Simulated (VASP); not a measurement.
A run of VASP 6.6.1 is set up as follows.

The input POSCAR:

```
ZnS
1.0
    3.8067217473      0.0000000000      0.0000000000
   -1.9033608736      3.2967177383      0.0000000000
    0.0000000000      0.0000000000      6.2457351521
Zn S
2 2
Direct
    0.2151213836      0.6666666667      0.0053880710
    0.6666666667      0.3333333333      0.5053880710
    0.3333333333      0.6666666667      0.3796119290
    0.6666666667      0.3333333333      0.8796119290
```

INCAR.step1

```
PREC = Accurate ; ENCUT = 520
ISMEAR = 0 ; SIGMA = 0.05
LREAL = F ; LASPH = T
NELM = 60 ; NBANDS = 26
GGA = PE ; ALGO = Normal
EDIFF = 1E-4 ; LWAVE = T
LCHARG = F
```

Contents of INCAR.step2:

```
PREC = Accurate ; ENCUT = 520
EDIFF = 1E-6 ; ISMEAR = 0
SIGMA = 0.05 ; LREAL = F
LASPH = T ; NELM = 60
ALGO = Normal ; ISIF = 2
LWAVE = F ; LCHARG = T
METAGGA = R2SCAN ; LMIXTAU = T
LELF = T ; LVHAR = T
NBANDS = 26 ; ISTART = 1
```

File KPOINTS:

```
Automatic mesh
0
Gamma
  6 6 4
```

Potentials or basis: VASP PAW PBE potentials, release 64 (Zn, S).

Run with:

```bash
$ cat potpaw_PBE.64/Zn/POTCAR potpaw_PBE.64/S/POTCAR > POTCAR
$ cp INCAR.step1 INCAR
$ mpirun -np 1 vasp_std > vasp.out
$ cp INCAR.step2 INCAR
$ mpirun -np 1 vasp_std > vasp.out
```

Question: What does it give for the pressure?

Answer: 4.1 GPa.

Question: Predict the largest force.

Answer: 4.493 eV/Å.

Stress tensor (GPa, compression positive):
```
7.21 6.29 4.63
6.29 3.59 3.55
4.63 3.55 1.36
```

Caveat: the cell differs from its parent crystal (atom 1 (Zn) moved by (-0.450, +0.000) A along x and z); the stress differs along the axes, from 1 to 7 GPa; the PAW data sets were made with another functional, which shifts forces and pressure a little.
